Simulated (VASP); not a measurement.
A run of VASP 6.6.1:

Contents of INCAR:

```
SYSTEM = ZrN
ALGO = Normal ; EDIFF = 1E-8
ENCUT = 520 ; GGA = CA
GGA_COMPAT = .False. ; ISIF = 2
ISMEAR = -1 ; LASPH = .True.
LCHARG = .False. ; LEFG = .True.
LREAL = .False. ; LWAVE = .False.
NBANDS = 16 ; NELM = 120
PREC = Accurate ; SIGMA = 0.03
```

The input KPOINTS:

```
k-points
0
Gamma
  9 9 9
  0 0 0
```

The input POSCAR:

```
ZrN
1.0
    0.0000000000      2.2688991354      2.2688991354
    2.2688991354      0.0000000000      2.2688991354
    2.2688991354      2.2688991354      0.0000000000
Zr N
1 1
Direct
    0.0000000000      0.0000000000      0.0000000000
    0.5000000000      0.5000000000      0.5000000000
```

Potentials or basis: VASP PAW LDA potentials, release 64 (Zr_sv, N).

Run with:

```sh
$ cat potpaw_LDA.64/Zr_sv/POTCAR potpaw_LDA.64/N/POTCAR > POTCAR
$ mpirun -np 1 vasp_std > vasp.out
```

Hardware: 1 thread of Intel Xeon 8259CL, with other jobs on the host.

Question: Estimate the wall time of this run.

Answer: It took 20 s on 1 thread of Intel Xeon 8259CL (shared host), peak memory 0.13 GiB. Counts: scf iterations 15, k points 35.
